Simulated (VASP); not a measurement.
Here is a VASP 6.6.1 calculation.

The input INCAR:

```
SYSTEM = Te4O
PREC     = Accurate       ! precision mode
ENCUT    = 520            ! plane-wave cutoff, eV
EDIFF    = 1E-7           ! SCF threshold, eV
ISMEAR   = 0              ! smearing method
SIGMA    = 0.1            ! smearing width, eV
LREAL    = .FALSE.        ! projectors in reciprocal space
LASPH    = .TRUE.         ! aspherical terms in the spheres
NELM     = 100            ! most SCF steps
ALGO     = Normal         ! electronic algorithm
ISIF     = 2              ! what is computed and relaxed
LWAVE    = .FALSE.        ! write WAVECAR
LCHARG   = .TRUE.         ! write CHGCAR
GGA      = PE             ! functional
LELF     = .TRUE.         ! ELF
LVHAR    = .TRUE.       
NBANDS   = 23             ! bands
```

Contents of KPOINTS:

```
Automatic mesh
0
G
  8 8 8
  0 0 0
```

The input POSCAR:

```
Te4O
1.0
    4.9816602254      0.0000000000      0.0000000000
    0.0000000000      4.9816602254      0.0000000000
    0.0000000000      0.0000000000      4.9816602254
Te O
4 1
Direct
    0.2746587871      0.2746587871      0.2746587871
    0.7253412129      0.7253412129      0.2746587871
    0.2746587871      0.7253412129      0.7253412129
    0.7253412129      0.2746587871      0.7253412129
    0.0000000000      0.0000000000      0.0000000000
```

Potentials or basis: VASP PAW PBE potentials, release 64 (Te, O).

The run is started by

```console
$ cat potpaw_PBE.64/Te/POTCAR potpaw_PBE.64/O/POTCAR > POTCAR
$ mpirun -np 1 vasp_std > vasp.out
```

Task: What does it give for the band gap on the k mesh?

Result: Zero (band 15 reaches 8.83 eV, above the bottom of band 16 at 6.71 eV).

Task: What does it give for the largest force?

Result: 0.016 eV/Å.

Task: Predict the pressure.

Result: -0.2 GPa.

Forces on the atoms (eV/Å):
```
Te  -0.009 -0.009 -0.009
Te   0.009  0.009 -0.009
Te  -0.009  0.009  0.009
Te   0.009 -0.009  0.009
O    0.000  0.000  0.000
```

Caveat: spin-orbit coupling is left out, which moves the levels of the heavy elements.
